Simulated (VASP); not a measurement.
Input of a VASP 6.6.1 run:

POSCAR

```
AlAs
1.0
    0.0000000000      2.8315299536      2.8315299536
    2.8315299536      0.0000000000      2.8315299536
    2.8315299536      2.8315299536      0.0000000000
Al As
1 1
Direct
    0.0000000000      0.0000000000      0.0000000000
    0.2500000000      0.2500000000      0.2500000000
```

INCAR.step1

```
  ALGO = Normal
  EDIFF = 1E-5
  ENCUT = 550
  GGA = PE
  GGA_COMPAT = False
  ISMEAR = 0
  LASPH = True
  LCHARG = False
  LREAL = False
  LWAVE = True
  NBANDS = 11
  NELM = 120
  PREC = Accurate
  SIGMA = 0.02
```

File INCAR.step2:

```
  ALGO = Normal
  BPARAM = 11.95
  CPARAM = 0.0093
  EDIFF = 1E-6
  ENCUT = 550
  GGA_COMPAT = False
  ISIF = 2
  ISMEAR = 0
  ISTART = 1
  IVDW_NL = 2
  LASPH = True
  LCHARG = False
  LMIXTAU = True
  LREAL = False
  LUSE_VDW = True
  LWAVE = False
  METAGGA = R2SCAN
  NBANDS = 11
  NELM = 120
  PREC = Accurate
  SIGMA = 0.02
```

The input KPOINTS:

```
k-points
0
Gamma
  8 8 8
```

Potentials or basis: VASP PAW PBE potentials, release 64 (Al, As).

Command:

```sh
$ cat potpaw_PBE.64/Al/POTCAR potpaw_PBE.64/As/POTCAR > POTCAR
$ cp INCAR.step1 INCAR
$ mpirun -np 1 vasp_std > vasp.out
$ cp INCAR.step2 INCAR
$ mpirun -np 1 vasp_std > vasp.out
```

**Question.** Estimate the pressure.

**Answer.** 0.1 GPa.

**Question.** Predict the band gap on the k mesh.

**Answer.** 1.74 eV (least direct gap 2.67 eV).

Caveat: the PAW data sets were made with another functional, which shifts forces and pressure a little. A k mesh can miss the band edges.
